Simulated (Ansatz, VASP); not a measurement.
**Two plane-wave programs on LiF**

The input INCAR:

```
PREC = Accurate ; ENCUT = 520
EDIFF = 1E-6 ; ISMEAR = 0
SIGMA = 0.05 ; LREAL = False
LASPH = True ; NELM = 80
ALGO = Normal ; ISIF = 2
LWAVE = False ; LCHARG = True
LELF = True ; LVHAR = True
NBANDS = 18
```

The input KPOINTS:

```
Automatic mesh
0
Gamma
  9 9 6
```

Contents of POSCAR:

```
LiF
1.0
    2.9691116230      0.0000000000      0.0000000000
   -1.4845558115      2.5713260922      0.0000000000
    0.0000000000      0.0000000000      4.9515443071
Li F
2 2
Direct
    0.3333333333      0.6666666667      0.3811542600
    0.6666666667      0.3333333333      0.8811542600
    0.3333333333      0.6666666667      0.9938437400
    0.6666666667      0.3333333333      0.4938437400
```

Input for Ansatz:

```yaml
crystal:
  lattice:
    - [2.969111623, 0.0, 0.0]
    - [-1.4845558115, 2.5713260922, 0.0]
    - [0.0, 0.0, 4.9515443071]
  atoms:
    - { symbol: Li, position: [0.3333333333, 0.6666666667, 0.38115426] }
    - { symbol: Li, position: [0.6666666667, 0.3333333333, 0.88115426] }
    - { symbol: F, position: [0.3333333333, 0.6666666667, 0.99384374] }
    - { symbol: F, position: [0.6666666667, 0.3333333333, 0.49384374] }
basis:
  ecutwfc: 420
kpoints:
  mp_grid: { grid: [9, 9, 6] }
hamiltonian:
  xc: lda
scf:
  occupations: { method: gaussian, width: 0.05 }
output:
  forces: true
  stress: true
  eigenvalues: true
```

Change from the starting cell: strain -0.030 along x and y, +0.030 along z, atoms carried along.

Alike in both runs: task single point; functional LDA; k mesh 9 × 9 × 6; occupations gaussian, width 0.05 eV; no spin polarisation.

```csv
,VASP,Ansatz
version,VASP 6.6.1,Ansatz 0.2.0
potentials or method,"VASP PAW LDA potentials, release 64 (Li_sv, F), cutoff 520 eV","scalar-relativistic, plane waves, PAW"
valence electrons in the cell,20,20
```

|  | VASP | Ansatz | Ansatz less VASP |
| --- | --- | --- | --- |
| gap on the k mesh at the Fermi level (eV) | 7.82 | 7.84 | +0.017 |
| least direct gap on the mesh (eV) | 7.82 | 7.84 | +0.017 |
| rms of the force components (eV/Å) | 0.123 | 0.121 | -0.0020 |

LDA's correlation is that of Perdew and Zunger in VASP and of Perdew and Wang (1992) in Ansatz. Atom by atom the forces differ by 0.002 eV/Å (rms over components).

Noted on VASP's run: the cutoff is under 1.25 times that of the potentials, so the pressure is a little rough.
